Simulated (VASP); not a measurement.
A run of VASP 6.6.1 is set up as follows.

Contents of INCAR:

```
SYSTEM = Pt
PREC = Accurate
ENCUT = 400
EDIFF = 1E-6
ISMEAR = 0
SIGMA = 0.1
LREAL = .FALSE.
LASPH = .TRUE.
NELM = 120
ALGO = Normal
ISIF = 2
LWAVE = .FALSE.
LCHARG = .FALSE.
LDIPOL = .TRUE.
IDIPOL = 3
DIPOL = 0.5 0.5 0.289
GGA = PS
NBANDS = 28
GGA_COMPAT = .FALSE.
NELMDL = -8
```

File KPOINTS:

```
Automatic mesh
0
G
  10 7 1
  0 0 0
```

The input POSCAR:

```
Pt
1.0
    2.7704032196      0.0000000000      0.0000000000
    0.0000000000      3.9179418064      0.0000000000
    0.0000000000      0.0000000000     21.0969749094
Pt
4
Direct
    0.5000000000      0.5000000000      0.1896006426
    0.0000000000      0.0000000000      0.2552594214
    0.5000000000      0.5000000000      0.3256256435
    0.0000000000      0.0000000000      0.3837979115
```

Potentials or basis: VASP PAW PBE potentials, release 64 (Pt).

The run is started by

```sh
$ cat potpaw_PBE.64/Pt/POTCAR > POTCAR
$ mpirun -np 1 vasp_std > vasp.out
```

Task: Estimate the largest force.

Result: 1.039 eV/Å.

Task: Estimate the band gap on the k mesh.

Result: Zero (band 20 reaches -0.89 eV, above the bottom of band 21 at -1.41 eV).

Forces on the atoms (eV/Å):
```
Pt   0.000  0.000  1.039
Pt   0.000  0.000 -1.005
Pt   0.000  0.000 -0.012
Pt   0.000  0.000 -0.021
```

Caveat: the PAW data sets were made with another functional, which shifts forces and pressure a little; spin-orbit coupling is left out, which moves the levels of the heavy elements.
